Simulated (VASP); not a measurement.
# Mn in VASP: single point with r2SCAN

Aim: the single point of Mn with r2SCAN.

All numbers are computed with VASP 6.6.1; they aren't measurements. Logs are shortened: lines on timing, memory, paths and dates and some standing lists are left out, and cuts for length are marked.

**1. The cell of the first run**

The typed cell holds 4 atoms: a = 4.259 Å, b = 4.259 Å, c = 4.202 Å, α = 90.00°, β = 90.00°, γ = 144.55°.

**2. Single point, r2SCAN**

POSCAR reads:

```
Mn
1.0
    1.2963831327     -4.0564697315      0.0000000000
    1.2963831327      4.0564697315      0.0000000000
    0.0000000000      0.0000000000      4.2015160660
Mn
4
Direct
    0.1163838796      0.8836161204      1.0000157061
    0.6163838796      0.3836161204      0.4999842939
    0.8836161204      0.1163838796     -0.0000157061
    0.3836161204      0.6163838796      0.5000157061
```

INCAR.step1 reads:

```
SYSTEM = Mn
ALGO = Normal ; EDIFF = 1E-4
ENCUT = 520 ; GGA = PE
ISMEAR = 0 ; LASPH = .True.
LCHARG = .False. ; LREAL = .False.
LWAVE = .True. ; NBANDS = 34
NELM = 100 ; PREC = Accurate
SIGMA = 0.1
```

INCAR.step2 reads:

```
SYSTEM = Mn
ALGO = Normal ; EDIFF = 1E-6
ENCUT = 520 ; ISIF = 2
ISMEAR = 0 ; ISTART = 1
LASPH = .True. ; LCHARG = .False.
LMIXTAU = .True. ; LREAL = .False.
LWAVE = .False. ; METAGGA = R2SCAN
NBANDS = 34 ; NELM = 100
PREC = Accurate ; SIGMA = 0.1
```

KPOINTS reads:

```
k-points
0
Gamma
  6 6 4
  0 0 0
```

Potentials or basis: VASP PAW PBE potentials, release 64 (Mn_pv).

On the command line:

```
cat potpaw_PBE.64/Mn_pv/POTCAR > POTCAR
cp INCAR.step1 INCAR
mpirun -np 1 vasp_std > vasp.out
cp INCAR.step2 INCAR
mpirun -np 1 vasp_std > vasp.out
```

OUTCAR:

```text
SYSTEM = Mn
   EDIFF = 1E-6
   ENCUT = 520
   ISIF = 2
   ISMEAR = 0
   ISTART = 1
   LASPH = .True.
   LREAL = .False.
   METAGGA = R2SCAN
   NELM = 100
   PREC = Accurate

 ion  position               nearest neighbor table
   1  0.116  0.884  0.000-   3 1.89   2 2.47   2 2.47   2 2.47   2 2.47   3 2.53   3 2.53   4 3.02
                             4 3.02   4 3.11   4 3.11   4 3.11   4 3.11
   2  0.616  0.384  0.500-   4 1.89   1 2.47   1 2.47   1 2.47   1 2.47   4 2.53   4 2.53   3 3.02
                             3 3.02   3 3.11   3 3.11   3 3.11   3 3.11
   3  0.884  0.116  1.000-   1 1.89   4 2.47   4 2.47   4 2.47   4 2.47   1 2.53   1 2.53   2 3.02
                             2 3.02   2 3.11   2 3.11   2 3.11   2 3.11
   4  0.384  0.616  0.500-   2 1.89   3 2.47   3 2.47   3 2.47   3 2.47   2 2.53   2 2.53   1 3.02
                             1 3.02   1 3.11   1 3.11   1 3.11   1 3.11

  LATTYP: Found a base centered orthorhombic cell.
 ALAT       =     2.5927662654
 B/A-ratio  =     3.1290670398
 C/A-ratio  =     1.6204762157

  Lattice vectors:

 A1 = (   1.2963831327,  -4.0564697315,   0.0000000000)
 A2 = (   1.2963831327,   4.0564697315,   0.0000000000)
 A3 = (   0.0000000000,   0.0000000000,   4.2015160660)

Analysis of symmetry for initial positions (statically):
=====================================================================
 Subroutine PRICEL returns:
 Original cell was already a primitive cell.

 Routine SETGRP: Setting up the symmetry group for a
 base centered orthorhombic supercell.

 Subroutine GETGRP returns: Found  8 space group operations
 (whereof  4 operations were pure point group operations)
 out of a pool of  8 trial point group operations.

The static configuration has the point symmetry C_2h.
 The point group associated with its full space group is D_2h.

Analysis of symmetry for dynamics (positions and initial velocities):
=====================================================================
 Subroutine PRICEL returns:
 Original cell was already a primitive cell.

 Routine SETGRP: Setting up the symmetry group for a
 base centered orthorhombic supercell.

 Subroutine GETGRP returns: Found  8 space group operations
 (whereof  4 operations were pure point group operations)
 out of a pool of  8 trial point group operations.

The dynamic configuration has the point symmetry C_2h.
 The point group associated with its full space group is D_2h.

[... 99 lines left out ...]
   LASPH  =      T    aspherical Exc in radial PAW
   ENCUT  =  520.0 eV  38.22 Ry    6.18 a.u.   7.92  7.92  7.81*2*pi/ulx,y,z
   NELM   =    100;   NELMIN=  2; NELMDL=  0     # of ELM steps
   EDIFF  = 0.1E-05   stopping-criterion for ELM
   LREAL  =      F    real-space projection
   EDIFFG = 0.1E-04   stopping-criterion for IOM
   NSW    =      0    number of steps for IOM
   IBRION =     -1    ionic relax: 0-MD 1-quasi-New 2-CG
   NFREE  =      0    steps in history (QN), initial steepest desc. (CG)
   ISIF   =      2    stress and relaxation
   ISYM   =      2    0-nonsym 1-usesym 2-fastsym
   POTIM  = 0.5000    time-step for ionic-motion
   TEBEG  =    0.0;   TEEND  =   0.0 temperature during run
   PSTRESS=    0.0 pullay stress
   NELECT =      52.0000    total number of electrons
   NUPDOWN=      -1.0000    fix difference up-down
   EMIN   =  10.00;   EMAX   =-10.00  energy-range for DOS
   EFERMI =   0.00;   METHOD = LEGACY
   ISMEAR =     0;   SIGMA  =   0.10  broadening in eV -4-tet -1-fermi 0-gaus
   EFERMI_NEDOS =   21; number of points for ismear=-14 and -15
   IALGO  =     38    algorithm
   IMIX   =      4    mixing-type and parameters
     AMIX     =   0.40;   BMIX     =  1.00
     AMIX_MAG =   1.60;   BMIX_MAG =  1.00
  volume/ion in A,a.u.               =      11.05        74.55
  Fermi-wavevector in a.u.,A,eV,Ry     =   1.728370  3.266146 40.644181  2.987263
  Thomas-Fermi vector in A             =   2.803317
   LORBIT       =      0    0 simple, 1 ext, 2 COOP (PROOUT), +10 PAW based schemes
   METAGGA = R2SCAN    functional components
   LHFCALC =     F    Hartree Fock is set to
   AEXX    =    0.0000 exact exchange contribution
   IVDW    =     0    specifies the selected vdW correction
   LEPSILON=     F    determine dielectric tensor
   LRPA    =     F    only Hartree local field effects (RPA)
 non-spin polarized calculation
 Gauss-broadening in eV      SIGMA  =   0.10
  energy-cutoff  :      520.00
  volume of cell :       44.19
 maximum number of plane-waves:      1202
   NGX = 15   NGY = 15   NGZ = 15

 number of electron      52.0000008 magnetization

 Free energy of the ion-electron system (eV)
  ---------------------------------------------------
  ext. energy  EPLUGINS =         0.00000000
  ---------------------------------------------------
  free energy    TOTEN  =       -55.64647684 eV

  energy without entropy =      -55.62894868  energy(sigma->0) =      -55.63771276

 E-fermi :  10.2175     XC(G=0): -15.0678

 val. band max:       10.1929305424   @ k =  -0.1667   0.1667   0.0000
 cond. band min:      10.2235008622   @ k =  -0.1667   0.1667   0.5000
 fundamental gap:      0.0305703198
 Fermi energy:        10.2174666744

 k-point     1 :       0.0000    0.0000    0.0000
  band No.  band energies     occupation
      1     -40.9669      2.00000
      2     -40.8256      2.00000
      3     -40.0191      2.00000
      4     -39.6473      2.00000
      5     -39.5882      2.00000
      6     -39.4148      2.00000
[... 877 lines left out ...]
     33      12.5004      0.00000
     34      12.8767      0.00000

 [... further k-points ...]

------------------------ aborting loop because EDIFF is reached ----------------------------------------

  FORCE on cell =-STRESS in cart. coord.  units (eV):
  Direction    XX          YY          ZZ          XY          YZ          ZX
  --------------------------------------------------------------------------------------
  -------------------------------------------------------------------------------------
  Total       -0.1988866      4.1301162     -0.0414302      0.0000000      0.0000000      0.0000000
  in kB       -7.2110507    149.7459948     -1.5021389      0.0000000      0.0000000      0.0000000
  external PRESSURE =      47.0109351 kB  Pullay stress =       0.0000000 kB

 VOLUME and BASIS-vectors are now :
 -----------------------------------------------------------------------------
  energy-cutoff  :      520.00
  volume of cell :       44.19
      direct lattice vectors                 reciprocal lattice vectors
     1.296383133 -4.056469732  0.000000000     0.385688449 -0.123259887  0.000000000
     1.296383133  4.056469732  0.000000000     0.385688449  0.123259887  0.000000000
     0.000000000  0.000000000  4.201516066     0.000000000  0.000000000  0.238009324

 POSITION                                       TOTAL-FORCE (eV/Angst)
 -----------------------------------------------------------------------------------
      1.29638      3.11225      0.00007         0.000000     -1.151528     -0.000526
      1.29638     -0.94422      2.10069         0.000000     -1.151528      0.000526
      1.29638     -3.11225      4.20145         0.000000      1.151528      0.000526
      1.29638      0.94422      2.10082         0.000000      1.151528     -0.000526
 -----------------------------------------------------------------------------------
    total drift:                               -0.000000      0.000000      0.000000

  FREE ENERGIE OF THE ION-ELECTRON SYSTEM (eV)
  ---------------------------------------------------
  free  energy   TOTEN  =       -55.6464768351 eV

  energy  without entropy=      -55.6289486840  energy(sigma->0) =      -55.63771276
```

Run time: 95 s. Hardware: 1 thread of Intel Xeon 6975P-C (Granite Rapids), shared host; peak memory 0.2 GiB.

Results:

```
Free energy            : -55.6465 eV
Pressure               : 4.7 GPa
Largest force          : 1.152 eV/Å
Band gap on the k mesh : zero (bands 26 and 27 overlap by 1.31 eV)
```

Forces on the atoms (eV/Å):
```
Mn   0.000 -1.152 -0.001
Mn   0.000 -1.152  0.001
Mn   0.000  1.152  0.001
Mn   0.000  1.152 -0.001
```

Stress tensor (GPa, compression positive):
```
-0.72  0.00  0.00
 0.00 14.97  0.00
 0.00  0.00 -0.15
```

Caveat: the k points lie up to 0.42 Å⁻¹ apart, too coarse for converged energies and pressures of a metal; atoms lie so close that the PAW spheres overlap strongly, which falsifies energies and pressures; the PAW data sets were made with another functional, which shifts forces and pressure a little; the run has no spin polarisation, though such a crystal can be magnetic.
